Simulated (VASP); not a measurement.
The system is Al.

```
Al
1.0
     0.00000    2.02000    2.02000
     2.02000    0.00000    2.02000
     2.02000    2.02000    0.00000
Al
1
Direct
  0.00000 0.00000 0.00000
```

```yaml
Program: VASP 6.6.1
Task: relaxation of cell and atoms
Functional: r2SCAN
Potentials_or_basis: VASP PAW PBE potentials, release 64 (Al)
Cutoff: 600 eV
k_mesh: 24 × 24 × 24
Occupations: methfessel-paxton, width 0.1 eV
Spin: no spin polarisation
```

At the start: pressure -3.4 GPa; volume 16.48 Å³/atom.

Where does the relaxation end?

Over 3 steps the energy falls by 7.4 meV/atom and the volume is 15.83 Å³/atom (-4.0 %); space group Fm-3m (No. 225, to 0.05 Å).

Step by step:
```
step  energy change (eV)  largest force (eV/Å)  pressure (GPa)  volume (Å³)
   1              0.0000                0.0000           -3.43        16.48
   2             -0.0069                0.0000            1.08        15.66
   3             -0.0074                0.0000            0.04        15.83
```

Final structure:
```yaml
crystal:
  lattice:
    - [0.00000, 1.99269, 1.99269]
    - [1.99269, 0.00000, 1.99269]
    - [1.99269, 1.99269, 0.00000]
  atoms:
    - { symbol: Al, position: [0.00000, 0.00000, 0.00000] }
```

Caveat: the PAW data sets were made with another functional, which shifts forces and pressure a little.
